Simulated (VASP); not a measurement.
Input of a VASP 6.6.1 run:

File INCAR:

```
ALGO = Normal
DIPOL = 0.5 0.5 0.352
EDIFF = 1E-6
ENCUT = 520
GGA = PE
IDIPOL = 3
ISIF = 2
ISMEAR = 0
IVDW = 12
LASPH = T
LCHARG = F
LDIPOL = T
LREAL = F
LWAVE = F
NBANDS = 16
NELM = 60
PREC = Accurate
SIGMA = 0.1
```

The input KPOINTS:

```
k-points
0
Gamma
  15 15 1
```

File POSCAR:

```
C
1.0
    2.4657189596      0.0000000000      0.0000000000
   -1.2328594798      2.1353752576      0.0000000000
    0.0000000000      0.0000000000     17.5000000000
C
4
Direct
    0.3333333333      0.6666666667      0.2571428571
    0.6666666667      0.3333333333      0.2571428571
    0.3333333333      1.0000000000      0.4462857143
    0.6666666667      0.6666666667      0.4462857143
```

Potentials or basis: VASP PAW PBE potentials, release 64 (C).

Launch:

```sh
$ cat potpaw_PBE.64/C/POTCAR > POTCAR
$ mpirun -np 1 vasp_std > vasp.out
```

Question: Estimate the largest force.

Answer: 0.032 eV/Å.

Question: Estimate the dispersion energy per atom.

Answer: -0.121 eV.

Forces on the atoms (eV/Å):
```
C    0.008 -0.010 -0.030
C    0.005 -0.011 -0.030
C   -0.005  0.011  0.030
C   -0.008  0.010  0.030
```

Caveat: the cell differs from its parent crystal (layers slid over each other).
